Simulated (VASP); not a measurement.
Runs of VASP 6.6.1 on SnO2. The structure is that of space group Fm-3m (No. 225), or close to it. The cells are those of the table. 

```tsv
level	potentials or basis	cell	cutoff (eV)	smearing	second run	gap on the mesh (eV)	pressure (GPa)	largest force (eV/Å)
PBE	VASP PAW PBE potentials, release 64 (Sn_d, O)	a = 3.512 Å, angles 61.3°, 3 atoms	520	fermi-dirac 0.02 eV	-	0.60	17.8	0.05
r2SCAN	VASP PAW PBE potentials, release 64 (Sn_d, O)	a = 3.512 Å, angles 61.3°, 3 atoms	520	gaussian 0.01 eV	-	1.20	9.1	(d)
r2SCAN	VASP PAW PBE potentials, release 64 (Sn_d, O)	a = 3.583 Å, angles 60.0°, 3 atoms	520	gaussian 0.01 eV	-	0.86	1.4	-
r2SCAN	VASP PAW PBE potentials, release 64 (Sn_d, O)	a = 3.590, b = 3.590, c = 3.601 Å, angles 59.9, 59.9, 60.2°, 3 atoms	520	gaussian 0.01 eV	-	(b)	-0.7	-
r2SCAN	VASP PAW PBE potentials, release 64 (Sn_d, O_h)	a = 3.583 Å, angles 60.0°, 3 atoms	910	gaussian 0.01 eV	hard_potentials	0.86	(c)	-
r2SCAN	VASP PAW PBE potentials, release 64 (Sn_d, O)	a = 3.583, b = 3.674, c = 3.674 Å, angles 58.4, 60.8, 60.8°, 3 atoms	520	fermi-dirac 0.02 eV	-	(a)	-8.5	-
```

Alike in all rows: task single point; no spin polarisation; k mesh 8 × 8 × 8.

Q: Estimate the missing entries.

A: (a) 0.08; (b) 0.75; (c) 1.0; (d) 0.01.

Caveats: spin-orbit coupling is left out, which moves the levels of the heavy elements; the PAW data sets were made with another functional, which shifts forces and pressure a little (some runs); the cutoff is under 1.25 times the usual one of these potentials, so pressure, stress and relaxed cells hold a basis-set (Pulay) error (some runs).

A k mesh can miss the band edges, and the runs leave out spin-orbit coupling on Sn.
